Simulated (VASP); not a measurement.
# SiO2 (P4_2/mnm) in VASP: further runs

The runs below take SiO2 through single point, with LDA.

Everything below comes from runs of VASP 6.6.1. Logs are shortened: lines on timing, memory, paths and dates and some standing lists are left out, and cuts for length are marked.

## Step 1: The cell of the first run

The structure is tetragonal, space group P4_2/mnm (No. 136). The conventional cell has a = 3.969 Å, b = 3.969 Å, c = 2.636 Å, α = 90.00°, β = 90.00°, γ = 90.00°. Within 2.3 Å of Si (site symmetry mmm) lie 6 O at 1.71 to 1.72 Å. Within 2.3 Å of O (site symmetry m2m) lie 3 Si at 1.71 to 1.72 Å and 1 O at 2.18 Å.

## Step 2: Single point, LDA (6.92 Å³/atom)

The input, INCAR:

```
SYSTEM = SiO2
PREC     = Accurate       ! precision mode
ENCUT    = 520            ! plane-wave cutoff, eV
EDIFF    = 1E-6           ! SCF threshold, eV
ISMEAR   = 0              ! smearing method
SIGMA    = 0.05           ! smearing width, eV
LREAL    = .False.        ! projectors in reciprocal space
LASPH    = .True.         ! aspherical terms in the spheres
NELM     = 80             ! most SCF steps
ALGO     = Normal         ! electronic algorithm
ISIF     = 2              ! what is computed and relaxed
LWAVE    = .False.        ! write WAVECAR
LCHARG   = .False.        ! write CHGCAR
NBANDS   = 25             ! bands
```

The input, KPOINTS:

```
Automatic mesh
0
Gamma
  6 6 10
  0 0 0
```

The input, POSCAR:

```
SiO2
1.0
    3.9693150447      0.0000000000      0.0000000000
    0.0000000000      3.9693150447      0.0000000000
    0.0000000000      0.0000000000      2.6364190527
Si O
2 4
Direct
    0.5000000000      0.5000000000      0.5000000000
    0.0000000000      0.0000000000      0.0000000000
    0.6944252994      0.6944252994      0.0000000000
    0.1944252994      0.8055747006      0.5000000000
    0.3055747006      0.3055747006      0.0000000000
    0.8055747006      0.1944252994      0.5000000000
```

Potentials or basis: VASP PAW LDA potentials, release 64 (Si, O).

The run is started by

```
cat potpaw_LDA.64/Si/POTCAR potpaw_LDA.64/O/POTCAR > POTCAR
mpirun -np 1 vasp_std > vasp.out
```

OUTCAR:

```text
SYSTEM = SiO2
   PREC = Accurate
   ENCUT = 520
   EDIFF = 1E-6
   ISMEAR = 0
   LREAL = .False.
   LASPH = .True.
   NELM = 80
   ISIF = 2

 ion  position               nearest neighbor table
   1  0.500  0.500  0.500-   3 1.71   5 1.71   3 1.71   5 1.71   4 1.72   6 1.72   2 3.10   2 3.10
                             2 3.10   2 3.10   2 3.10   2 3.10   2 3.10   2 3.10
   2  0.000  0.000  0.000-   4 1.71   6 1.71   4 1.71   6 1.71   5 1.72   3 1.72   1 3.10   1 3.10
                             1 3.10   1 3.10   1 3.10   1 3.10   1 3.10   1 3.10
   3  0.694  0.694  0.000-   1 1.71   1 1.71   2 1.72
   4  0.194  0.806  0.500-   2 1.71   2 1.71   1 1.72
   5  0.306  0.306  0.000-   1 1.71   1 1.71   2 1.72
   6  0.806  0.194  0.500-   2 1.71   2 1.71   1 1.72

  LATTYP: Found a simple tetragonal cell.
 ALAT       =     3.9693150447
 C/A-ratio  =     0.6642000000

  Lattice vectors:

 A1 = (   3.9693150447,   0.0000000000,   0.0000000000)
 A2 = (   0.0000000000,   3.9693150447,   0.0000000000)
 A3 = (   0.0000000000,   0.0000000000,   2.6364190527)

Analysis of symmetry for initial positions (statically):
=====================================================================
 Subroutine PRICEL returns:
 Original cell was already a primitive cell.

 Routine SETGRP: Setting up the symmetry group for a
 simple tetragonal supercell.

 Subroutine GETGRP returns: Found 16 space group operations
 (whereof  8 operations were pure point group operations)
 out of a pool of 16 trial point group operations.

The static configuration has the point symmetry D_2h.
 The point group associated with its full space group is D_4h.

Analysis of symmetry for dynamics (positions and initial velocities):
=====================================================================
 Subroutine PRICEL returns:
 Original cell was already a primitive cell.

 Routine SETGRP: Setting up the symmetry group for a
 simple tetragonal supercell.

 Subroutine GETGRP returns: Found 16 space group operations
 (whereof  8 operations were pure point group operations)
 out of a pool of 16 trial point group operations.

The dynamic configuration has the point symmetry D_2h.
 The point group associated with its full space group is D_4h.

 Subroutine INISYM returns: Found 16 space group operations
 (whereof  8 operations are pure point group operations),
 and found     1 'primitive' translations

----------------------------------------------------------------------------------------

                                     Primitive cell

  volume of cell :      41.5380

  direct lattice vectors                    reciprocal lattice vectors
     3.969315045  0.000000000  0.000000000     0.251932635  0.000000000  0.000000000
     0.000000000  3.969315045  0.000000000     0.000000000  0.251932635  0.000000000
     0.000000000  0.000000000  2.636419053     0.000000000  0.000000000  0.379302372

  length of vectors
     3.969315045  3.969315045  2.636419053     0.251932635  0.251932635  0.379302372

  position of ions in fractional coordinates (direct lattice)
     0.500000000  0.500000000  0.500000000
     0.000000000  0.000000000  0.000000000
     0.694425299  0.694425299  0.000000000
     0.194425299  0.805574701  0.500000000
     0.305574701  0.305574701  0.000000000
     0.805574701  0.194425299  0.500000000

  ion indices of the primitive-cell ions
   primitive index   ion index
                 1           1
                 2           2
                 3           3
                 4           4
                 5           5
                 6           6

----------------------------------------------------------------------------------------

 KPOINTS: Automatic mesh

Automatic generation of k-mesh.
 Grid dimensions read from file:
 generate k-points for:    6    6   10

 Generating k-lattice:

  Cartesian coordinates                     Fractional coordinates (reciprocal lattice)
     0.041988773  0.000000000  0.000000000     0.166666667  0.000000000  0.000000000
     0.000000000  0.041988773  0.000000000     0.000000000  0.166666667  0.000000000
     0.000000000  0.000000000  0.037930237     0.000000000  0.000000000  0.100000000

  Length of vectors
     0.041988773  0.041988773  0.037930237

  Shift w.r.t. Gamma in fractional coordinates (k-lattice)
     0.000000000  0.000000000  0.000000000

 Subroutine IBZKPT returns following result:
 ===========================================

 Found     60 irreducible k-points:

 Following reciprocal coordinates:
            Coordinates               Weight
  0.000000  0.000000  0.000000      1.000000
  0.166667  0.000000  0.000000      4.000000
  0.333333  0.000000  0.000000      4.000000
  0.500000  0.000000  0.000000      2.000000
  0.166667  0.166667  0.000000      4.000000
  0.333333  0.166667  0.000000      8.000000
[... 16 lines left out ...]
  0.333333  0.000000  0.200000      8.000000
  0.500000  0.000000  0.200000      4.000000
 [... further k-points ...]
   k-points           NKPTS =     60   k-points in BZ     NKDIM =     60   number of bands    NBANDS=     25
   number of dos      NEDOS =    301   number of ions     NIONS =      6
   total plane-waves  NPLWV =  18000
   dimension x,y,z NGX =    30 NGY =   30 NGZ =   20
   dimension x,y,z NGXF=    60 NGYF=   60 NGZF=   40
   ions per type =               2   4
   NGX,Y,Z   is equivalent  to a cutoff of  12.56, 12.56, 12.61 a.u.
   NGXF,Y,Z  is equivalent  to a cutoff of  25.13, 25.13, 25.22 a.u.
 SYSTEM =  SiO2
   PREC   = accura    normal or accurate (medium, high low for compatibility)
   ISTART =      0    job   : 0-new  1-cont  2-samecut
   ICHARG =      2    charge: 1-file 2-atom 10-const
   ISPIN  =      1    spin polarized calculation?
   LNONCOLLINEAR =      F non collinear calculations
   LSORBIT =      F    spin-orbit coupling
   LASPH  =      T    aspherical Exc in radial PAW
   ENCUT  =  520.0 eV  38.22 Ry    6.18 a.u.   7.38  7.38  4.90*2*pi/ulx,y,z
   NELM   =     80;   NELMIN=  2; NELMDL= -5     # of ELM steps
   EDIFF  = 0.1E-05   stopping-criterion for ELM
   LREAL  =      F    real-space projection
   EDIFFG = 0.1E-04   stopping-criterion for IOM
   NSW    =      0    number of steps for IOM
   IBRION =     -1    ionic relax: 0-MD 1-quasi-New 2-CG
   NFREE  =      0    steps in history (QN), initial steepest desc. (CG)
   ISIF   =      2    stress and relaxation
   ISYM   =      2    0-nonsym 1-usesym 2-fastsym
   POTIM  = 0.5000    time-step for ionic-motion
   TEBEG  =    0.0;   TEEND  =   0.0 temperature during run
   PSTRESS=    0.0 pullay stress
   NELECT =      32.0000    total number of electrons
   NUPDOWN=      -1.0000    fix difference up-down
   EMIN   =  10.00;   EMAX   =-10.00  energy-range for DOS
   EFERMI =   0.00;   METHOD = LEGACY
   ISMEAR =     0;   SIGMA  =   0.05  broadening in eV -4-tet -1-fermi 0-gaus
   EFERMI_NEDOS =   21; number of points for ismear=-14 and -15
   IALGO  =     38    algorithm
   IMIX   =      4    mixing-type and parameters
     AMIX     =   0.40;   BMIX     =  1.00
     AMIX_MAG =   1.60;   BMIX_MAG =  1.00
  volume/ion in A,a.u.               =       6.92        46.72
  Fermi-wavevector in a.u.,A,eV,Ry     =   1.500754  2.836015 30.643910  2.252264
  Thomas-Fermi vector in A             =   2.612214
   LORBIT       =      0    0 simple, 1 ext, 2 COOP (PROOUT), +10 PAW based schemes
   GGA     = CA    functional components
   LHFCALC =     F    Hartree Fock is set to
   AEXX    =    0.0000 exact exchange contribution
   IVDW    =     0    specifies the selected vdW correction
   LEPSILON=     F    determine dielectric tensor
   LRPA    =     F    only Hartree local field effects (RPA)
 non-spin polarized calculation
 Gauss-broadening in eV      SIGMA  =   0.05
  energy-cutoff  :      520.00
  volume of cell :       41.54
 maximum number of plane-waves:      1146
 NGX is ok and might be reduce to    30
   NGX = 15   NGY = 15   NGZ =  9

 number of electron      32.0000002 magnetization

 Free energy of the ion-electron system (eV)
  ---------------------------------------------------
  ext. energy  EPLUGINS =         0.00000000
  ---------------------------------------------------
  free energy    TOTEN  =       -51.38202684 eV

  energy without entropy =      -51.38202684  energy(sigma->0) =      -51.38202684

 E-fermi :  10.0694     XC(G=0): -13.3372

 val. band max:        9.8157360566   @ k =   0.0000   0.0000   0.0000
 cond. band min:      16.0203572671   @ k =   0.0000   0.0000   0.0000
 fundamental gap:      6.2046212104
 Fermi energy:        10.0694237706

 k-point     1 :       0.0000    0.0000    0.0000
  band No.  band energies     occupation
      1     -13.8382      2.00000
      2      -9.3676      2.00000
      3      -9.3676      2.00000
      4      -9.0021      2.00000
      5      -1.8125      2.00000
      6       2.4037      2.00000
[... 17 lines left out ...]
     24      25.9921      0.00000
     25      26.5534      0.00000

 k-point     2 :       0.1667    0.0000    0.0000
  band No.  band energies     occupation
      1     -13.6639      2.00000
      2     -10.1945      2.00000
      3      -9.2731      2.00000
      4      -8.5650      2.00000
      5      -1.6304      2.00000
      6       2.0079      2.00000
[... 17 lines left out ...]
     24      25.0817      0.00000
     25      26.4565      0.00000

 k-point     3 :       0.3333    0.0000    0.0000
  band No.  band energies     occupation
      1     -13.1529      2.00000
      2     -11.3091      2.00000
      3      -9.0174      2.00000
      4      -8.4629      2.00000
      5      -1.1192      2.00000
      6       0.7746      2.00000
[... 552 lines left out ...]
 k-point    23 :       0.3333    0.0000    0.2000
  band No.  band energies     occupation
      1     -12.6136      2.00000
      2     -10.8950      2.00000
      3      -8.8292      2.00000
      4      -8.4826      2.00000
      5      -0.7144      2.00000
      6       1.0640      2.00000
[... 17 lines left out ...]
     24      23.2024      0.00000
     25      24.4540      0.00000

 k-point    24 :       0.5000    0.0000    0.2000
  band No.  band energies     occupation
      1     -11.8501      2.00000
      2     -11.8501      2.00000
      3      -8.6084      2.00000
      4      -8.6084      2.00000
      5       0.1251      2.00000
      6       0.1251      2.00000
[... 17 lines left out ...]
     24      22.4751      0.00000
     25      24.5238      0.00000

 [... further k-points ...]
[... 5 lines left out ...]
  --------------------------------------------------------------------------------------
  -------------------------------------------------------------------------------------
  Total       11.8930216     11.8930216      8.6542056      0.0000000      0.0000000      0.0000000
  in kB      458.7300694    458.7300694    333.8045174      0.0000000      0.0000000      0.0000000
  external PRESSURE =     417.0882187 kB  Pullay stress =       0.0000000 kB

 VOLUME and BASIS-vectors are now :
 -----------------------------------------------------------------------------
  energy-cutoff  :      520.00
  volume of cell :       41.54
      direct lattice vectors                 reciprocal lattice vectors
     3.969315045  0.000000000  0.000000000     0.251932635  0.000000000  0.000000000
     0.000000000  3.969315045  0.000000000     0.000000000  0.251932635  0.000000000
     0.000000000  0.000000000  2.636419053     0.000000000  0.000000000  0.379302372

 POSITION                                       TOTAL-FORCE (eV/Angst)
 -----------------------------------------------------------------------------------
      1.98466      1.98466      1.31821         0.000000     -0.000000      0.000000
      0.00000      0.00000      0.00000         0.000000     -0.000000      0.000000
      2.75639      2.75639      0.00000         0.553846      0.553846      0.000000
      0.77174      3.19758      1.31821         0.553846     -0.553846      0.000000
      1.21292      1.21292      0.00000        -0.553846     -0.553846     -0.000000
      3.19758      0.77174      1.31821        -0.553846      0.553846      0.000000
 -----------------------------------------------------------------------------------
    total drift:                               -0.000000      0.000000      0.000000

  FREE ENERGIE OF THE ION-ELECTRON SYSTEM (eV)
  ---------------------------------------------------
  free  energy   TOTEN  =       -51.3820268395 eV

  energy  without entropy=      -51.3820268395  energy(sigma->0) =      -51.38202684
```

Run time: 62 s. Hardware: 1 thread of Intel Xeon 8259CL, shared host; peak memory 0.16 GiB.

Results:

- Free energy: -51.3820 eV
- Pressure: 41.7 GPa
- Largest force: 0.783 eV/Å
- Band gap on the k mesh: 6.20 eV

Forces on the atoms (eV/Å):
```
Si   0.000  0.000  0.000
Si   0.000  0.000  0.000
O    0.554  0.554  0.000
O    0.554 -0.554  0.000
O   -0.554 -0.554  0.000
O   -0.554  0.554  0.000
```

Caveat: the cell stands under pressure. A k mesh can miss the band edges.

(Part 1 of 2 ends here.)
